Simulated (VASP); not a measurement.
The system is Ru.

```
CELL_PARAMETERS angstrom
2.57233 0.00000 0.00000
-1.28617 2.22770 0.00000
0.00000 0.00000 2.40352
ATOMIC_POSITIONS crystal
Ru 0.00000 0.00000 0.00000
```

- Program: VASP 6.6.1
- Task: relaxation of cell and atoms
- Functional: PBEsol
- Potentials or basis: VASP PAW PBE potentials, release 64 (Ru_pv)
- Cutoff: 600 eV
- k mesh: 9 × 9 × 8
- Occupations: gaussian, width 0.1 eV
- Spin: no spin polarisation

At the start: pressure 15.8 GPa; volume 13.77 Å³/atom.

Problem. How do energy, volume and symmetry change on relaxing?

Solution. Over 6 steps the energy falls by 33.9 meV/atom and the volume is 14.48 Å³/atom (+5.1 %); space group P6/mmm (No. 191, to 0.05 Å).

Step by step:
```csv
step,energy change (eV),largest force (eV/Å),pressure (GPa),volume (Å³)
1,0.0000,0.0000,15.83,13.77
2,0.1833,0.0000,-27.87,16.67
3,-0.0337,0.0000,-0.83,14.53
4,-0.0338,0.0000,-0.08,14.49
5,-0.0338,0.0000,0.20,14.48
6,-0.0339,0.0000,0.25,14.48
```

Final structure:
```cif
data_structure
_symmetry_space_group_name_H-M 'P 1'
_symmetry_Int_Tables_number 1
_cell_length_a 2.6211
_cell_length_b 2.6211
_cell_length_c 2.4330
_cell_angle_alpha 90.000
_cell_angle_beta 90.000
_cell_angle_gamma 120.000
_cell_volume 14.48
loop_
_atom_site_label
_atom_site_type_symbol
_atom_site_fract_x
_atom_site_fract_y
_atom_site_fract_z
_atom_site_occupancy
Ru1 Ru 0.00000 0.00000 0.00000 1
```

Caveat: the PAW data sets were made with another functional, which shifts forces and pressure a little.
